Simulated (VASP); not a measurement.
# CsGe2 (Pn-3m) in VASP: a series of runs, part 2 of 2

VASP 6.6.1. The steps go on from the part before.

## 3. Single point, PBE

This run uses another cell than the first one, of 66.40 Å³/atom.

INCAR reads:

```
SYSTEM = CsGe2
ALGO = Normal
EDIFF = 1E-7
ENCUT = 520
GGA = PE
ISIF = 2
ISMEAR = 0
LASPH = .True.
LCHARG = .False.
LREAL = .False.
LWAVE = .False.
NBANDS = 46
NELM = 60
PREC = Accurate
SIGMA = 0.1
```

KPOINTS reads:

```
k-points
0
Gamma
  4 4 4
  0 0 0
```

POSCAR reads:

```
CsGe2
1.0
    7.3583915840      0.0000000000      0.0000000000
    0.0000000000      7.3583915840      0.0000000000
    0.0000000000      0.0000000000      7.3583915840
Cs Ge
2 4
Direct
    0.0000000000      0.0000000000      0.0000000000
    0.5000000000      0.5000000000      0.5000000000
    0.2500000000      0.2500000000      0.2500000000
    0.2500000000      0.7500000000      0.7500000000
    0.7500000000      0.7500000000      0.2500000000
    0.7500000000      0.2500000000      0.7500000000
```

Potentials or basis: VASP PAW PBE potentials, release 64 (Cs_sv, Ge_d).

Run with:

```console
$ cat potpaw_PBE.64/Cs_sv/POTCAR potpaw_PBE.64/Ge_d/POTCAR > POTCAR
$ mpirun -np 1 vasp_std > vasp.out
```

OUTCAR:

```text
SYSTEM = CsGe2
   EDIFF = 1E-7
   ENCUT = 520
   GGA = PE
   ISIF = 2
   ISMEAR = 0
   LASPH = .True.
   LREAL = .False.
   NELM = 60
   PREC = Accurate

 ion  position               nearest neighbor table
   1  0.000  0.000  0.000-
   2  0.500  0.500  0.500-
   3  0.250  0.250  0.250-
   4  0.250  0.750  0.750-
   5  0.750  0.750  0.250-
[... 681 lines left out ...]
  Direction    XX          YY          ZZ          XY          YZ          ZX
  --------------------------------------------------------------------------------------
  -------------------------------------------------------------------------------------
  Total        0.4493593      0.4493593      0.4493593      0.0000000     -0.0000000      0.0000000
  in kB        1.8069894      1.8069894      1.8069894      0.0000000     -0.0000000      0.0000000
  external PRESSURE =       1.8069894 kB  Pullay stress =       0.0000000 kB

 VOLUME and BASIS-vectors are now :
 -----------------------------------------------------------------------------
  energy-cutoff  :      520.00
  volume of cell :      398.43
      direct lattice vectors                 reciprocal lattice vectors
     7.358391584  0.000000000  0.000000000     0.135899264  0.000000000  0.000000000
     0.000000000  7.358391584  0.000000000     0.000000000  0.135899264  0.000000000
     0.000000000  0.000000000  7.358391584     0.000000000  0.000000000  0.135899264

 POSITION                                       TOTAL-FORCE (eV/Angst)
 -----------------------------------------------------------------------------------
      0.00000      0.00000      0.00000        -0.000000     -0.000000      0.000000
      3.67920      3.67920      3.67920        -0.000000     -0.000000      0.000000
      1.83960      1.83960      1.83960        -0.000000     -0.000000     -0.000000
      1.83960      5.51879      5.51879        -0.000000      0.000000      0.000000
      5.51879      5.51879      1.83960         0.000000      0.000000      0.000000
      5.51879      1.83960      5.51879        -0.000000     -0.000000     -0.000000
 -----------------------------------------------------------------------------------
    total drift:                                0.000000     -0.000000     -0.000000

  FREE ENERGIE OF THE ION-ELECTRON SYSTEM (eV)
  ---------------------------------------------------
  free  energy   TOTEN  =        -7.7710665803 eV

  energy  without entropy=       -7.6989856919  energy(sigma->0) =       -7.73502614
```

stdout:

```text
POSCAR found type information on POSCAR CsGe
 POSCAR found :  2 types and       6 ions
 scaLAPACK will be used
 LDA part: xc-table for (Slater+PW92), standard interpolation
 POSCAR, INCAR and KPOINTS ok, starting setup
 FFT: planning ... GRIDC
 FFT: planning ... GRID_SOFT
 FFT: planning ... GRID
 WAVECAR not read
 entering main loop
```

Wall time 2.3 min (1 thread of AMD EPYC 9R45 (Zen 5), shared host); peak memory 0.46 GiB.

Results:

```yaml
Free_energy: -7.7711 eV
Pressure: 0.2 GPa
Band_gap_on_the_k_mesh: zero (bands 37 and 38 overlap by 0.51 eV)
```

Caveat: spin-orbit coupling is left out, which moves the levels of the heavy elements.

## 4. Relaxation of cell and atoms, PBE

INCAR reads:

```
PREC = Accurate ; ENCUT = 600
EDIFF = 1E-6 ; ISMEAR = 0
SIGMA = 0.1 ; LREAL = F
LASPH = T ; NELM = 100
ALGO = Normal ; ISIF = 3
LWAVE = F ; LCHARG = F
GGA = PE ; IBRION = 2
NSW = 90 ; EDIFFG = -0.04
```

KPOINTS reads:

```
regular mesh
0
Gamma
  4 4 4
```

POSCAR: that of step 3 with these lines changed.

```diff
@@ -2,5 +2,5 @@
 1.0
-    7.3583915840      0.0000000000      0.0000000000
-    0.0000000000      7.3583915840      0.0000000000
-    0.0000000000      0.0000000000      7.3583915840
+    5.6760267984      0.0000000000      0.0000000000
+    0.0000000000      5.6760267984      0.0000000000
+    0.0000000000      0.0000000000      5.6760267984
 Cs Ge
```

Run with:

```console
$ cat potpaw_PBE.64/Cs_sv/POTCAR potpaw_PBE.64/Ge_d/POTCAR > POTCAR
$ mpirun -np 1 vasp_std > vasp.out
```

Run time: 5.8 min. Hardware: 1 thread of AMD EPYC 9R45 (Zen 5), shared host; peak memory 0.34 GiB.

The run converged. Its results:

| Property | Result |
| --- | --- |
| Free energy | -7.6861 eV |
| Relaxed volume | 68.97 Å³/atom |
| Relaxed cell | a = 7.452 Å, b = 7.452 Å, c = 7.452 Å, α = 90.00°, β = 90.00°, γ = 90.00° |
| Space group after relaxing (to 0.1 Å) | Pn-3m (No. 224) |
| Energy gained by relaxing | 996.4 meV/atom |
| Ionic steps | 5 |
| Pressure after relaxing | 0.0 GPa |
| Band gap on the k mesh | zero (bands 37 and 38 overlap by 0.51 eV) |

The path:
| step | energy change (eV) | largest force (eV/Å) | pressure (GPa) | volume (Å³) |
| --- | --- | --- | --- | --- |
| 1 | 0.0000 | 0.0000 | 20.43 | 182.87 |
| 2 | -5.5028 | 0.0000 | 1.79 | 306.22 |
| 3 | -5.7291 | 0.0000 | 1.08 | 331.89 |
| 4 | -5.9538 | 0.0000 | 0.28 | 387.46 |
| 5 | -5.9781 | 0.0000 | 0.04 | 413.83 |

Final structure:
```xyz
6
Lattice="7.4520 0.0000 0.0000 0.0000 7.4520 0.0000 0.0000 0.0000 7.4520" Properties=species:S:1:pos:R:3 pbc="T T T"
Cs    0.0000    0.0000    0.0000
Cs    3.7260    3.7260    3.7260
Ge    1.8630    1.8630    1.8630
Ge    1.8630    5.5890    5.5890
Ge    5.5890    5.5890    1.8630
Ge    5.5890    1.8630    5.5890
```

Levels at points of the mesh, in eV from the Fermi level:
```
           k point  band 34  band 35  band 36  band 37  band 38  band 39
(0.00, 0.00, 0.00)    -0.82    -0.57     0.08     0.08     0.08     0.27
(0.50, 0.00, 0.00)    -0.46    -0.38    -0.38    -0.05    -0.05     0.06
(0.50, 0.50, 0.00)    -0.42    -0.23    -0.23    -0.22    -0.22     0.21
(0.50, 0.50, 0.50)    -0.64    -0.64    -0.64     0.30     0.30     0.30
```

Caveat: the volume moved by over 15 % at a fixed basis, so the end points are rough; spin-orbit coupling is left out, which moves the levels of the heavy elements.

## 5. Single point, PBE

This run uses another cell than the first one, of 68.20 Å³/atom.

INCAR reads:

```
SYSTEM = CsGe2
  PREC = Accurate
  ENCUT = 520
  EDIFF = 1E-6
  ISMEAR = 0
  SIGMA = 0.1
  LREAL = .False.
  LASPH = .True.
  NELM = 80
  ALGO = Normal
  ISIF = 2
  LWAVE = .False.
  LCHARG = .False.
  GGA = PE
  NBANDS = 46
```

KPOINTS reads:

```
Automatic mesh
0
Gamma
  6 6 6
  0 0 0
```

POSCAR: that of step 4 with these lines changed.

```diff
@@ -2,5 +2,5 @@
 1.0
-    5.6760267984      0.0000000000      0.0000000000
-    0.0000000000      5.6760267984      0.0000000000
-    0.0000000000      0.0000000000      5.6760267984
+    7.4241782125      0.0000000000      0.0000000000
+    0.0000000000      7.4241782125      0.0000000000
+    0.0000000000      0.0000000000      7.4241782125
 Cs Ge
```

Run with:

```console
$ cat potpaw_PBE.64/Cs_sv/POTCAR potpaw_PBE.64/Ge_d/POTCAR > POTCAR
$ mpirun -np 1 vasp_std > vasp.out
```

Wall time 4.2 min (1 thread of AMD EPYC 9R45 (Zen 5), shared host); peak memory 0.58 GiB.

The run converged. Its results:

```
Free energy            : -7.7918 eV
Pressure               : 0.0 GPa
Band gap on the k mesh : zero (bands 37 and 38 overlap by 0.53 eV)
```

Levels at points of the mesh, in eV from the Fermi level:
| k point | band 34 | band 35 | band 36 | band 37 | band 38 | band 39 | band 40 | band 41 |
| --- | --- | --- | --- | --- | --- | --- | --- | --- |
| (0.00, 0.00, 0.00) | -0.84 | -0.57 | 0.08 | 0.08 | 0.08 | 0.27 | 0.27 | 0.27 |
| (0.50, 0.00, 0.00) | -0.47 | -0.39 | -0.39 | -0.05 | -0.05 | 0.06 | 0.06 | 0.46 |
| (0.50, 0.50, 0.00) | -0.43 | -0.23 | -0.23 | -0.22 | -0.22 | 0.21 | 0.21 | 0.31 |
| (0.50, 0.50, 0.50) | -0.66 | -0.66 | -0.66 | 0.31 | 0.31 | 0.31 | 0.31 | 0.31 |

Caveat: spin-orbit coupling is left out, which moves the levels of the heavy elements.

## 6. Overview

```tsv
task	cell	k mesh	cutoff (eV)	gap on the mesh (eV)	pressure (GPa)
single point	a = 5.676 Å, 6 atoms	4 × 4 × 4	520	none	20.4
single point	a = 7.358 Å, 6 atoms	4 × 4 × 4	520	none	0.2
relaxation of cell and atoms	relaxed from a = 5.676 Å, 6 atoms	4 × 4 × 4	600	none	0.0
single point	a = 7.424 Å, 6 atoms	6 × 6 × 6	520	none	0.0
```

Alike in all rows: level PBE; potentials or basis VASP PAW PBE potentials, release 64 (Cs_sv, Ge_d); no spin polarisation; smearing gaussian 0.1 eV.

Caveats: spin-orbit coupling is left out, which moves the levels of the heavy elements; the cell stands under pressure (at least some runs); the volume moved by over 15 % at a fixed basis, so the end points are rough (at least some runs).

Absolute energies hang on the potentials; compare differences alone.
